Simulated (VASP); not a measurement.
# Cr (Im-3m) in VASP: a series of runs

Aim: see how the results for Cr move with the level of theory and the settings. Levels: PBEsol, PBE. Tasks: relaxation of cell and atoms, single point.

Program: VASP 6.6.1. These are calculated values, not measurements. Logs are shortened: lines on timing, memory, paths and dates and some standing lists are left out, and cuts for length are marked.

**1. The cell of the first run**

It takes space group Im-3m (No. 229, cubic). Conventional cell: a = 2.969 Å, b = 2.969 Å, c = 2.969 Å, α = 90.00°, β = 90.00°, γ = 90.00°. Within 3.4 Å of Cr (site symmetry m-3m) lie 14 Cr at 2.57 to 2.97 Å.

**2. Relaxation of cell and atoms, PBEsol, collinear spin, ferromagnetic start**

INCAR reads:

```
PREC = Accurate
ENCUT = 600
EDIFF = 1E-6
ISMEAR = -1
SIGMA = 0.05
LREAL = F
LASPH = T
NELM = 150
ALGO = Normal
ISIF = 3
LWAVE = F
LCHARG = F
ISPIN = 2
MAGMOM = 3
LORBIT = 11
LMAXMIX = 4
GGA = PS
IBRION = 2
NSW = 60
EDIFFG = -0.01
```

KPOINTS reads:

```
Automatic mesh
0
Gamma
  12 12 12
```

POSCAR reads:

```
Cr
1.0
   -1.4844496776      1.4844496776      1.4844496776
    1.4844496776     -1.4844496776      1.4844496776
    1.4844496776      1.4844496776     -1.4844496776
Cr
1
Direct
    0.0000000000      0.0000000000      0.0000000000
```

Potentials or basis: VASP PAW PBE potentials, release 64 (Cr_pv).

On the command line:

```bash
$ cat potpaw_PBE.64/Cr_pv/POTCAR > POTCAR
$ mpirun -np 1 vasp_std > vasp.out
```

OUTCAR:

```text
PREC = Accurate
   ENCUT = 600
   EDIFF = 1E-6
   ISMEAR = -1
   LREAL = F
   LASPH = T
   NELM = 150
   ISIF = 3
   ISPIN = 2
   LORBIT = 11
   GGA = PS
   IBRION = 2
   NSW = 60
   EDIFFG = -0.01

 ion  position               nearest neighbor table
   1  0.000  0.000  0.000-

  LATTYP: Found a body centered cubic cell.
 ALAT       =     2.9688993552

  Lattice vectors:

 A1 = (  -1.4844496776,   1.4844496776,   1.4844496776)
 A2 = (   1.4844496776,  -1.4844496776,   1.4844496776)
 A3 = (   1.4844496776,   1.4844496776,  -1.4844496776)

Analysis of symmetry for initial positions (statically):
=====================================================================
 Subroutine PRICEL returns:
 Original cell was already a primitive cell.

 Routine SETGRP: Setting up the symmetry group for a
 body centered cubic supercell.

 Subroutine GETGRP returns: Found 48 space group operations
 (whereof 48 operations were pure point group operations)
 out of a pool of 48 trial point group operations.

The static configuration has the point symmetry O_h .

Analysis of symmetry for dynamics (positions and initial velocities):
=====================================================================
 Subroutine PRICEL returns:
 Original cell was already a primitive cell.

 Routine SETGRP: Setting up the symmetry group for a
 body centered cubic supercell.

 Subroutine GETGRP returns: Found 48 space group operations
 (whereof 48 operations were pure point group operations)
 out of a pool of 48 trial point group operations.

The dynamic configuration has the point symmetry O_h .

Analysis of structural, dynamic, and magnetic symmetry:
=====================================================================
 Subroutine PRICEL returns:
 Original cell was already a primitive cell.

 Routine SETGRP: Setting up the symmetry group for a
 body centered cubic supercell.

 Subroutine GETGRP returns: Found 48 space group operations
 (whereof 48 operations were pure point group operations)
 out of a pool of 48 trial point group operations.

The overall configuration has the point symmetry O_h .

 Subroutine INISYM returns: Found 48 space group operations
 (whereof 48 operations are pure point group operations),
 and found     1 'primitive' translations

----------------------------------------------------------------------------------------

                                     Primitive cell

  volume of cell :      13.0845

  direct lattice vectors                    reciprocal lattice vectors
    -1.484449678  1.484449678  1.484449678     0.000000000  0.336825160  0.336825160
     1.484449678 -1.484449678  1.484449678     0.336825160  0.000000000  0.336825160
     1.484449678  1.484449678 -1.484449678     0.336825160  0.336825160  0.000000000

  length of vectors
     2.571142263  2.571142263  2.571142263     0.476342709  0.476342709  0.476342709

  position of ions in fractional coordinates (direct lattice)
     0.000000000  0.000000000  0.000000000

  ion indices of the primitive-cell ions
   primitive index   ion index
                 1           1

----------------------------------------------------------------------------------------

 KPOINTS: Automatic mesh

Automatic generation of k-mesh.
 Grid dimensions read from file:
 generate k-points for:   12   12   12

 Generating k-lattice:

  Cartesian coordinates                     Fractional coordinates (reciprocal lattice)
     0.000000000  0.028068763  0.028068763     0.083333333  0.000000000  0.000000000
     0.028068763  0.000000000  0.028068763     0.000000000  0.083333333  0.000000000
     0.028068763  0.028068763  0.000000000     0.000000000  0.000000000  0.083333333

  Length of vectors
     0.039695226  0.039695226  0.039695226

  Shift w.r.t. Gamma in fractional coordinates (k-lattice)
     0.000000000  0.000000000  0.000000000

 Subroutine IBZKPT returns following result:
 ===========================================

 Found     72 irreducible k-points:

 Following reciprocal coordinates:
            Coordinates               Weight
  0.000000  0.000000  0.000000      1.000000
  0.083333  0.000000  0.000000     12.000000
  0.166667  0.000000  0.000000     12.000000
  0.250000  0.000000  0.000000     12.000000
  0.333333  0.000000  0.000000     12.000000
  0.416667  0.000000  0.000000     12.000000
[... 16 lines left out ...]
  0.333333  0.083333  0.083333     24.000000
  0.416667  0.083333  0.083333     12.000000
 [... further k-points ...]
   k-points           NKPTS =     72   k-points in BZ     NKDIM =     72   number of bands    NBANDS=     12
   number of dos      NEDOS =    301   number of ions     NIONS =      1
   total plane-waves  NPLWV =  13824
   dimension x,y,z NGX =    24 NGY =   24 NGZ =   24
   dimension x,y,z NGXF=    48 NGYF=   48 NGZF=   48
   ions per type =               1
   NGX,Y,Z   is equivalent  to a cutoff of  15.52, 15.52, 15.52 a.u.
   NGXF,Y,Z  is equivalent  to a cutoff of  31.04, 31.04, 31.04 a.u.
 SYSTEM =  unknown system
   PREC   = accura    normal or accurate (medium, high low for compatibility)
   ISTART =      0    job   : 0-new  1-cont  2-samecut
   ICHARG =      2    charge: 1-file 2-atom 10-const
   ISPIN  =      2    spin polarized calculation?
   LNONCOLLINEAR =      F non collinear calculations
   LSORBIT =      F    spin-orbit coupling
   LASPH  =      T    aspherical Exc in radial PAW
   ENCUT  =  600.0 eV  44.10 Ry    6.64 a.u.   5.14  5.14  5.14*2*pi/ulx,y,z
   NELM   =    150;   NELMIN=  2; NELMDL= -5     # of ELM steps
   EDIFF  = 0.1E-05   stopping-criterion for ELM
   LREAL  =      F    real-space projection
   EDIFFG = -.1E-01   stopping-criterion for IOM
   NSW    =     60    number of steps for IOM
   IBRION =      2    ionic relax: 0-MD 1-quasi-New 2-CG
   NFREE  =      1    steps in history (QN), initial steepest desc. (CG)
   ISIF   =      3    stress and relaxation
   ISYM   =      2    0-nonsym 1-usesym 2-fastsym
   POTIM  = 0.5000    time-step for ionic-motion
   TEBEG  =    0.0;   TEEND  =   0.0 temperature during run
   PSTRESS=    0.0 pullay stress
   NELECT =      12.0000    total number of electrons
   NUPDOWN=      -1.0000    fix difference up-down
   EMIN   =  10.00;   EMAX   =-10.00  energy-range for DOS
   EFERMI =   0.00;   METHOD = LEGACY
   ISMEAR =    -1;   SIGMA  =   0.05  broadening in eV -4-tet -1-fermi 0-gaus
   EFERMI_NEDOS =   21; number of points for ismear=-14 and -15
   IALGO  =     38    algorithm
   IMIX   =      4    mixing-type and parameters
     AMIX     =   0.40;   BMIX     =  1.00
     AMIX_MAG =   1.60;   BMIX_MAG =  1.00
  volume/ion in A,a.u.               =      13.08        88.30
  Fermi-wavevector in a.u.,A,eV,Ry     =   1.590559  3.005721 34.421077  2.529878
  Thomas-Fermi vector in A             =   2.689235
   LORBIT       =     11    0 simple, 1 ext, 2 COOP (PROOUT), +10 PAW based schemes
   GGA     = PS    functional components
   LHFCALC =     F    Hartree Fock is set to
   AEXX    =    0.0000 exact exchange contribution
   IVDW    =     0    specifies the selected vdW correction
   LEPSILON=     F    determine dielectric tensor
   LRPA    =     F    only Hartree local field effects (RPA)
 conjugate gradient relaxation of ions
 spin polarized calculation
  energy-cutoff  :      600.00
  volume of cell :       13.08
 maximum number of plane-waves:       466
 NGX is ok and might be reduce to    24
   NGX = 11   NGY = 11   NGZ = 11

--------------------------------------- Ionic step        1  -------------------------------------------

 number of electron      11.9999998 magnetization       0.0003599

 number of electron      11.9999998 magnetization      -0.0000673

 Free energy of the ion-electron system (eV)
  ---------------------------------------------------
  ext. energy  EPLUGINS =         0.00000000
  ---------------------------------------------------
  free energy    TOTEN  =       -10.01717485 eV

  energy without entropy =      -10.01107484  energy(sigma->0) =      -10.01412485

 E-fermi :   9.1054     XC(G=0): -13.1156

 val. band max:        9.0609734145   @ k =   0.1667   0.0000   0.0000
 cond. band min:       9.1297809085   @ k =   0.4167   0.0833   0.0000
 fundamental gap:      0.0688074940
 Fermi energy:         9.1053967885

 spin component 1

 k-point     1 :       0.0000    0.0000    0.0000
  band No.  band energies     occupation
      1     -33.5745      1.00000
      2     -33.5745      1.00000
      3     -33.5745      1.00000
      4       1.7359      1.00000
      5       8.3919      1.00000
      6       8.3919      1.00000
      7       8.3919      1.00000
      8      10.1054      0.00000
      9      10.1054      0.00000
     10      16.1922      0.00000
     11      30.4617      0.00000
     12      30.4617      0.00000

 k-point     2 :       0.0833    0.0000    0.0000
  band No.  band energies     occupation
      1     -33.6175      1.00000
      2     -33.5881      1.00000
      3     -33.5747      1.00000
      4       2.0085      1.00000
      5       8.2952      1.00000
      6       8.3736      1.00000
      7       8.5657      0.99998
      8      10.0046      0.00000
      9      10.1127      0.00000
     10      16.1921      0.00000
[... 835 lines left out ...]
  FREE ENERGIE OF THE ION-ELECTRON SYSTEM (eV)
  ---------------------------------------------------
  free  energy   TOTEN  =       -10.2507370607 eV

  energy  without entropy=      -10.2470319340  energy(sigma->0) =      -10.24888450

--------------------------------------- Ionic step        5  -------------------------------------------

 number of electron      12.0000004 magnetization      -0.0000001

 number of electron      12.0000004 magnetization       0.0000001

 Free energy of the ion-electron system (eV)
  ---------------------------------------------------
  ext. energy  EPLUGINS =         0.00000000
  ---------------------------------------------------
  free energy    TOTEN  =       -10.25084664 eV

  energy without entropy =      -10.24718198  energy(sigma->0) =      -10.24901431

 E-fermi :  11.3917     XC(G=0): -14.0653

 val. band max:       11.2969338692   @ k =   0.1667   0.0000   0.0000
 cond. band min:      11.4543845134   @ k =  -0.1667   0.2500   0.0833
 fundamental gap:      0.1574506443
 Fermi energy:        11.3916528637

 spin component 1

 k-point     1 :       0.0000    0.0000    0.0000
  band No.  band energies     occupation
      1     -31.1012      1.00000
      2     -31.1012      1.00000
      3     -31.1012      1.00000
      4       3.3745      1.00000
      5      10.4560      1.00000
      6      10.4561      1.00000
      7      10.4561      1.00000
      8      12.5900      0.00000
      9      12.5900      0.00000
     10      18.5465      0.00000
     11      33.9930      0.00000
     12      33.9930      0.00000

 k-point     2 :       0.0833    0.0000    0.0000
  band No.  band energies     occupation
      1     -31.1752      1.00000
      2     -31.1236      1.00000
      3     -31.1017      1.00000
      4       3.6893      1.00000
      5      10.3314      1.00000
      6      10.4313      1.00000
      7      10.6744      1.00000
      8      12.4558      0.00000
      9      12.5991      0.00000
     10      18.5464      0.00000
[... 718 lines left out ...]
 POSITION                                       TOTAL-FORCE (eV/Angst)
 -----------------------------------------------------------------------------------
     -0.00000      0.00000      0.00000        -0.000000      0.000000      0.000000
 -----------------------------------------------------------------------------------
    total drift:                               -0.000000      0.000000     -0.000000

  FREE ENERGIE OF THE ION-ELECTRON SYSTEM (eV)
  ---------------------------------------------------
  free  energy   TOTEN  =       -10.2508466378 eV

  energy  without entropy=      -10.2471819806  energy(sigma->0) =      -10.24901431

 reached required accuracy - stopping structural energy minimisation

 total charge

# of ion       s       p       d       tot
------------------------------------------
    1        0.445   6.429   4.273  11.147

 magnetization (x)

# of ion       s       p       d       tot
------------------------------------------
    1       -0.000   0.000  -0.000  -0.000
```

Wall time 82 s (1 thread of Intel Xeon Platinum 8375C at 2.90GHz (Ice Lake), shared host); peak memory 0.17 GiB.

What came out:

- Free energy: -10.2508 eV
- Relaxed volume: 11.10 Å³/atom
- Relaxed cell: a = 2.434 Å, b = 2.434 Å, c = 2.434 Å, α = 109.47°, β = 109.47°, γ = 109.47°
- Space group after relaxing (to 0.1 Å): Im-3m (No. 229)
- Pressure after relaxing: 0.0 GPa
- Band gap on the k mesh: zero (filled and empty bands overlap)
- Net moment: 0.00 μB per cell
- Valence electrons inside the program's atomic spheres: Cr 11.15

Final structure:
```cif
data_structure
_symmetry_space_group_name_H-M 'P 1'
_symmetry_Int_Tables_number 1
_cell_length_a 2.4341
_cell_length_b 2.4341
_cell_length_c 2.4341
_cell_angle_alpha 109.471
_cell_angle_beta 109.471
_cell_angle_gamma 109.471
_cell_volume 11.10
loop_
_atom_site_label
_atom_site_type_symbol
_atom_site_fract_x
_atom_site_fract_y
_atom_site_fract_z
_atom_site_occupancy
Cr1 Cr 0.00000 0.00000 0.00000 1
```

Levels at points of the mesh, in eV from the Fermi level:
Spin up:
| k point | band 4 | band 5 | band 6 | band 7 | band 8 | band 9 |
| --- | --- | --- | --- | --- | --- | --- |
| (0.00, 0.00, 0.00) | -8.02 | -0.94 | -0.94 | -0.94 | 1.20 | 1.20 |
| (0.50, 0.00, 0.00) | -4.64 | -2.58 | 1.22 | 1.22 | 1.57 | 3.06 |
| (0.50, 0.50, 0.50) | -4.58 | -4.58 | 2.64 | 2.64 | 2.64 | 7.15 |
Spin down:
| k point | band 2 | band 3 | band 4 | band 5 | band 6 | band 7 | band 8 | band 9 | band 10 | band 11 |
| --- | --- | --- | --- | --- | --- | --- | --- | --- | --- | --- |
| (0.00, 0.00, 0.00) | -42.49 | -42.49 | -8.02 | -0.94 | -0.94 | -0.94 | 1.20 | 1.20 | 7.15 | 22.60 |
| (0.50, 0.00, 0.00) | -42.82 | -42.50 | -4.64 | -2.58 | 1.22 | 1.22 | 1.57 | 3.06 | 7.15 | 10.42 |
| (0.50, 0.50, 0.50) | -43.21 | -43.21 | -4.58 | -4.58 | 2.64 | 2.64 | 2.64 | 7.15 | 10.95 | 10.95 |

Caveat: the volume moved by over 15 % at a fixed basis, so the end points are rough; an empty level that is flat over the whole mesh can mark a ghost state of the potentials, or a narrow d or f band; the PAW data sets were made with another functional, which shifts forces and pressure a little.

[end of part 1 of 2]
